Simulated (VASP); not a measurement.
Wanted: the native input for a VASP 6.6.1 run.

- Task: single point
- Functional: PBE
- Potentials or basis: VASP PAW PBE potentials, release 64 (Li_sv, Se)
- Cutoff: 520 eV
- k mesh: 4 × 4 × 4
- Occupations: gaussian, width 0.1 eV
- Spin: no spin polarisation
- Dipole correction: no
- Further INCAR settings: ALGO = Normal; EDIFF = 1e-06; NBANDS = 17

The structure of LiSe lies in POSCAR:

```
LiSe
1.0
    4.3245444480      0.0000000000      0.0000000000
    0.0000000000      3.8095920717      0.0000000000
    0.0000000000      0.0000000000      4.3286365885
Li Se
2 2
Direct
    0.0000000000      1.0003087989     -0.0975110790
    0.5000000000     -0.0003087989      0.4024889210
    0.0000000000      0.5001158475      0.4025110790
    0.5000000000      0.4998841525      0.9025110790
```

These files were run (other wordings do the same):

INCAR

```
PREC     = Accurate       # precision mode
ENCUT    = 520            # plane-wave cutoff, eV
EDIFF    = 1E-6           # SCF threshold, eV
ISMEAR   = 0              # smearing method
SIGMA    = 0.1            # smearing width, eV
LREAL    = False          # projectors in reciprocal space
LASPH    = True           # aspherical terms in the spheres
NELM     = 100            # most SCF steps
ALGO     = Normal         # electronic algorithm
ISIF     = 2              # what is computed and relaxed
LWAVE    = False          # write WAVECAR
LCHARG   = True           # write CHGCAR
GGA      = PE             # functional
LELF     = True           # ELF
LVHAR    = True         
NBANDS   = 17             # bands
```

KPOINTS

```
regular mesh
0
Gamma
  4 4 4
```

Potentials or basis: VASP PAW PBE potentials, release 64 (Li_sv, Se).

Launch:

```console
$ cat potpaw_PBE.64/Li_sv/POTCAR potpaw_PBE.64/Se/POTCAR > POTCAR
$ mpirun -np 1 vasp_std > vasp.out
```

Results of the run:

```yaml
Band_gap_on_the_k_mesh: zero (band 9 reaches 5.84 eV, above the bottom of band 10 at 1.43 eV)
```

Caveat: the k points lie up to 0.41 Å⁻¹ apart.

It took 17 s on 1 thread of AMD EPYC 9R14 (Zen 4), with other jobs on the host, peak memory 0.15 GiB.
